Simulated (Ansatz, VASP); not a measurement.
# Two plane-wave programs on Mo

File INCAR:

```
SYSTEM = Mo
PREC     = Accurate       ! precision mode
ENCUT    = 520            ! plane-wave cutoff, eV
EDIFF    = 1E-6           ! SCF threshold, eV
ISMEAR   = 0              ! smearing method
SIGMA    = 0.15           ! smearing width, eV
LREAL    = .False.        ! projectors in reciprocal space
LASPH    = .True.         ! aspherical terms in the spheres
NELM     = 80             ! most SCF steps
ALGO     = Fast           ! electronic algorithm
ISIF     = 2              ! what is computed and relaxed
LWAVE    = .False.        ! write WAVECAR
LCHARG   = .True.         ! write CHGCAR
LELF     = .True.         ! ELF
LVHAR    = .True.       
NBANDS   = 13             ! bands
```

File KPOINTS:

```
Automatic mesh
0
Gamma
  24 24 20
  0 0 0
```

Contents of POSCAR:

```
Mo
1.0
    2.6913815451      0.0000000000      0.0000000000
   -1.3456907725      2.3308047893      0.0000000000
    0.0000000000      0.0000000000      2.6396589451
Mo
1
Direct
    0.0000000000      0.0000000000      0.5000000000
```

Input for Ansatz:

```yaml
crystal:
  lattice:
    - [2.6913815451, 0.0, 0.0]
    - [-1.3456907725, 2.3308047893, 0.0]
    - [0.0, 0.0, 2.6396589451]
  atoms:
    - { symbol: Mo, position: [0.0, 0.0, 0.5] }
basis:
  ecutwfc: 420
kpoints:
  mp_grid: { grid: [24, 24, 20] }
hamiltonian:
  xc: lda
scf:
  occupations: { method: gaussian, width: 0.15 }
output:
  forces: true
  stress: true
  eigenvalues: true
```

Alike in both runs: task single point; functional LDA; k mesh 24 × 24 × 20; occupations gaussian, width 0.15 eV; no spin polarisation.

|  | VASP | Ansatz |
| --- | --- | --- |
| version | VASP 6.6.1 | Ansatz 0.2.0 |
| potentials or method | VASP PAW LDA potentials, release 64 (Mo_sv), cutoff 520 eV | scalar-relativistic, plane waves, PAW |
| valence electrons in the cell | 14 | 14 |

|  | VASP | Ansatz | Ansatz less VASP |
| --- | --- | --- | --- |
| gap on the k mesh at the Fermi level (eV) | none | none | - |
| pressure (GPa) | -6.0 | -6.9 | -0.88 |
| traceless stress, the component that is largest in VASP (GPa) | -14.44 | -14.34 | +0.105 |

LDA's correlation is that of Perdew and Zunger in VASP and of Perdew and Wang (1992) in Ansatz. A gap of «none» marks a metal or a gap that the smearing closes.
